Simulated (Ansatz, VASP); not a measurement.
# HF: VASP beside Ansatz

```
F H
1.0
     6.97953    0.00000    0.00000
     0.00000    6.97953    0.00000
     0.00000    0.00000    6.97953
F H
10 10
Direct
  0.92530 0.04147 0.68071
  0.98308 0.36256 0.87219
  0.96384 0.60223 0.35692
  0.66829 0.72704 0.26080
  0.64875 0.99545 0.45173
  0.43138 0.50148 0.86099
  0.24377 0.15511 0.82639
  0.34348 0.93245 0.59467
  0.13907 0.58010 0.06705
  0.50364 0.19656 0.10379
  0.82091 0.03225 0.59113
  0.06499 0.25148 0.82723
  0.05084 0.59699 0.24056
  0.79433 0.66025 0.30593
  0.66088 0.87675 0.35493
  0.34532 0.56034 0.94899
  0.27856 0.05684 0.72367
  0.47126 0.96664 0.53892
  0.06764 0.47926 0.97801
  0.43878 0.22920 0.98918
```

Alike in both runs: functional LDA; k mesh 1 × 1 × 1; occupations fermi-dirac, width 0.02 eV; no spin polarisation.

Ansatz relaxed the structure, and its values are those at the end. VASP's run is a single point on that final structure, the one shown.

```csv
,VASP,Ansatz
version,VASP 6.6.1,Ansatz 0.2.0
potentials or method,"VASP PAW LDA potentials, release 64 (F, H), cutoff 520 eV","scalar-relativistic, plane waves, PAW"
valence electrons in the cell,80,80
```

Ansatz gave:

| Quantity | Value |
| --- | --- |
| rms of the force components (eV/Å) | 0.099 |

**Question.** What did VASP give for the same quantities?

**Answer.** rms of the force components (eV/Å): 0.170.

LDA's correlation is that of Perdew and Zunger in VASP and of Perdew and Wang (1992) in Ansatz. One of these differences is far larger than is usual between the two programs; its cause wasn't traced.
